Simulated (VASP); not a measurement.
Runs of VASP 6.6.1 on Ni. The structure is that of space group Fm-3m (No. 225), or close to it. The cells are those of the table. 

```csv
task,cell,cutoff (eV),k mesh for the DOS,occupations for the DOS,gap on the mesh (eV),pressure (GPa),moment (μB)
density of states,"a = 2.449 Å, angles 60.0°, 1 atom",520,29 × 29 × 29,tetrahedron,-,-,0.60
single point,"a = 2.254 Å, angles 60.0°, 1 atom",520,-,-,none,(a),0.53
single point,"a = 2.449 Å, angles 60.0°, 1 atom",520,-,-,none,-0.1,0.60
single point,"a = 2.154 Å, angles 60.0°, 1 atom",520,-,-,none,222.1,(b)
relaxation of cell and atoms,"relaxed from a = 2.449 Å, angles 60.0°, 1 atom",600,-,-,none,0.0,0.60
```

Alike in all rows: level PBEsol; potentials or basis VASP PAW PBE potentials, release 64 (Ni); spin collinear, ferromagnetic start; k mesh 19 × 19 × 19; smearing fermi-dirac 0.05 eV.

Estimate the missing entries.

(a) 102.6; (b) 0.51.

Caveats: the PAW data sets were made with another functional, which shifts forces and pressure a little; tetrahedron occupations give inexact forces and stress in metals (some runs).

A gap of «none» marks levels without a gap at the run's occupations.
